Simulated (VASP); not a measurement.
A run of VASP 6.6.1:

POSCAR

```
NiO2
1.0
    2.7481921211      0.0000000000      0.0000000000
   -1.3740960606      2.3800041914      0.0000000000
    0.0000000000      0.0000000000      4.5604578211
Ni O
1 2
Direct
    0.0000000000      0.0000000000      0.5000000000
    0.6666666667      0.3333333333      0.7038965614
    0.3333333333      0.6666666667      0.2961034386
```

INCAR.step1

```
ALGO = Normal
EDIFF = 1E-4
ENCUT = 600
GGA = PE
ISMEAR = 0
LASPH = True
LCHARG = False
LREAL = False
LWAVE = True
NELM = 100
PREC = Accurate
SIGMA = 0.02
```

File INCAR.step2:

```
ALGO = Normal
EDIFF = 1E-6
EDIFFG = -0.01
ENCUT = 600
IBRION = 2
ISIF = 4
ISMEAR = 0
ISTART = 1
LASPH = True
LCHARG = False
LMIXTAU = True
LREAL = False
LWAVE = False
METAGGA = R2SCAN
NELM = 100
NSW = 50
PREC = Accurate
SIGMA = 0.02
```

File KPOINTS:

```
k-points
0
Gamma
  12 12 6
```

Potentials or basis: VASP PAW PBE potentials, release 64 (Ni, O).

Command:

```bash
$ cat potpaw_PBE.64/Ni/POTCAR potpaw_PBE.64/O/POTCAR > POTCAR
$ cp INCAR.step1 INCAR
$ mpirun -np 1 vasp_std > vasp.out
$ cp INCAR.step2 INCAR
$ mpirun -np 1 vasp_std > vasp.out
```

Hardware: 1 thread of Intel(R) Xeon(R) 6975P-C (Granite Rapids), on a shared host.

Problem. Estimate the wall time of this run.

Solution. It took 4.9 min on 1 thread of Intel(R) Xeon(R) 6975P-C (Granite Rapids), on a shared host, peak memory 0.2 GiB. Counts: k points 100, ion steps 5.
